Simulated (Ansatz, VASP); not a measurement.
## AlN: VASP beside Ansatz

```
Al N
1.0
    -1.63784    2.83682    0.00000
     0.00000    0.00000    4.10063
     4.91352    2.83682    0.00000
Al N
4 4
Cartesian
  -0.4960 1.7672 3.0755
  1.6378 4.7280 3.0755
  1.6378 0.9456 1.0252
  3.2757 3.7824 1.0252
  0.0000 1.8912 1.0252
  1.6378 4.7280 1.0252
  1.6378 0.9456 3.0755
  3.2757 3.7824 3.0755
```

Alike in both runs: task single point; functional LDA; k mesh 8 × 6 × 4; occupations gaussian, width 0.05 eV; no spin polarisation.

|  | VASP | Ansatz |
| --- | --- | --- |
| version | VASP 6.6.1 | Ansatz 0.2.0 |
| potentials or method | VASP PAW LDA potentials, release 64 (Al, N), cutoff 520 eV | scalar-relativistic, plane waves, PAW |
| valence electrons in the cell | 32 | 32 |

Ansatz gave:

| Quantity | Value |
| --- | --- |
| gap on the k mesh at the Fermi level (eV) | 2.18 |
| least direct gap on the mesh (eV) | 2.24 |
| pressure (GPa) | 18.5 |
| traceless stress, the component that is largest in VASP (GPa) | 28.16 |
| rms of the force components (eV/Å) | 7.123 |

Task: Estimate VASP's values.

Result: gap on the k mesh at the Fermi level (eV): 2.18; least direct gap on the mesh (eV): 2.25; pressure (GPa): 19.3; traceless stress, the component that is largest in VASP (GPa): 28.59; rms of the force components (eV/Å): 7.182.

Ansatz warns that its potentials were made for another functional, while VASP's fit it. LDA's correlation is that of Perdew and Zunger in VASP and of Perdew and Wang (1992) in Ansatz. Atom by atom the forces differ by 0.061 eV/Å (rms over components).
